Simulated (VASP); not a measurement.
# CaO: single point with r2SCAN

Crystal: CaO.

```
CELL_PARAMETERS angstrom
0.00000 2.64074 2.64074
2.64074 0.00000 2.64074
2.64074 2.64074 0.00000
ATOMIC_POSITIONS crystal
Ca 0.00000 0.00000 0.00000
O 0.25000 0.25000 0.25000
```

```
Program                : VASP 6.6.1
Task                   : single point
Functional             : r2SCAN
Potentials or basis    : VASP PAW PBE potentials, release 64 (Ca_sv, O)
Cutoff                 : 520 eV
k mesh                 : 8 × 8 × 8
Occupations            : gaussian, width 0.05 eV
Spin                   : no spin polarisation
Dipole correction      : no
Further INCAR settings : ALGO = Normal; EDIFF = 1e-06; NBANDS = 15
```

```
Pressure               : -2.2 GPa
Band gap on the k mesh : 3.60 eV (least direct gap 4.15 eV)
```

Levels at points of the mesh, in eV from the valence-band top:
```tsv
k point	band 5	band 6	band 7	band 8	band 9	band 10	band 11	band 12
(0.00, 0.00, 0.00)	-15.69	-0.56	-0.56	-0.56	3.60	8.49	8.49	10.03
(0.50, 0.00, 0.00)	-15.07	-0.96	-0.32	-0.32	6.46	8.36	8.36	8.58
(0.50, 0.50, 0.00)	-14.88	-1.34	0.00	0.00	5.26	7.09	9.52	9.80
```

Run time: 110 s on 1 thread of Intel Xeon 8259CL, on a shared host, peak memory 0.17 GiB.

Caveat: the PAW data sets were made with another functional, which shifts forces and pressure a little. A k mesh can miss the band edges.
